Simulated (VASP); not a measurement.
Set up this calculation in VASP 6.6.1, as the native input.

| Quantity | Value |
| --- | --- |
| Task | single point |
| Functional | r2SCAN |
| Potentials or basis | VASP PAW PBE potentials, release 64 (Ba_sv, Ti_sv, O) |
| Cutoff | 520 eV |
| k mesh | 7 × 7 × 7 |
| Occupations | fermi-dirac, width 0.05 eV |
| Spin | no spin polarisation |
| Dipole correction | no |
| Further INCAR settings | ALGO = Normal; EDIFF = 1e-06; NBANDS = 28 |

Crystal: BaTiO3.

```
Ba Ti O
1.0
     3.99404    0.00000    0.00000
     0.00000    3.99404    0.00000
     0.00000    0.00000    3.99404
Ba Ti O
1 1 3
Direct
  0.50000 0.50000 0.50000
  0.00000 0.00000 0.00000
  0.00000 0.00000 0.50000
  0.00000 0.50000 0.00000
  0.50000 0.00000 0.00000
```

One way to write it, as run:

POSCAR

```
BaTiO3
1.0
    3.9940379964      0.0000000000      0.0000000000
    0.0000000000      3.9940379964      0.0000000000
    0.0000000000      0.0000000000      3.9940379964
Ba Ti O
1 1 3
Direct
    0.5000000000      0.5000000000      0.5000000000
    0.0000000000      0.0000000000      0.0000000000
    0.0000000000      0.0000000000      0.5000000000
    0.0000000000      0.5000000000      0.0000000000
    0.5000000000      0.0000000000      0.0000000000
```

INCAR.step1

```
SYSTEM = BaTiO3
  ALGO = Normal
  EDIFF = 1E-4
  ENCUT = 520
  GGA = PE
  ISMEAR = -1
  LASPH = .True.
  LCHARG = .False.
  LREAL = .False.
  LWAVE = .True.
  NBANDS = 28
  NELM = 60
  PREC = Accurate
  SIGMA = 0.05
```

INCAR.step2

```
SYSTEM = BaTiO3
  ALGO = Normal
  EDIFF = 1E-6
  ENCUT = 520
  ISIF = 2
  ISMEAR = -1
  ISTART = 1
  LASPH = .True.
  LCHARG = .True.
  LELF = .True.
  LMIXTAU = .True.
  LREAL = .False.
  LVHAR = .True.
  LWAVE = .False.
  METAGGA = R2SCAN
  NBANDS = 28
  NELM = 60
  PREC = Accurate
  SIGMA = 0.05
```

KPOINTS

```
k-points
0
Gamma
  7 7 7
  0 0 0
```

Potentials or basis: VASP PAW PBE potentials, release 64 (Ba_sv, Ti_sv, O).

The run is started by

```bash
$ cat potpaw_PBE.64/Ba_sv/POTCAR potpaw_PBE.64/Ti_sv/POTCAR potpaw_PBE.64/O/POTCAR > POTCAR
$ cp INCAR.step1 INCAR
$ mpirun -np 1 vasp_std > vasp.out
$ cp INCAR.step2 INCAR
$ mpirun -np 1 vasp_std > vasp.out
```

It gave:

- Pressure: 2.0 GPa
- Band gap on the k mesh: 2.21 eV (least direct gap 2.30 eV)

Caveat: the PAW data sets were made with another functional, which shifts forces and pressure a little; spin-orbit coupling is left out, which moves the levels of the heavy elements; an odd mesh through Γ misses points on the zone boundary, where band edges can lie.

Wall time 2.9 min on 1 thread of Intel Xeon 8259CL (shared host), peak memory 0.19 GiB.
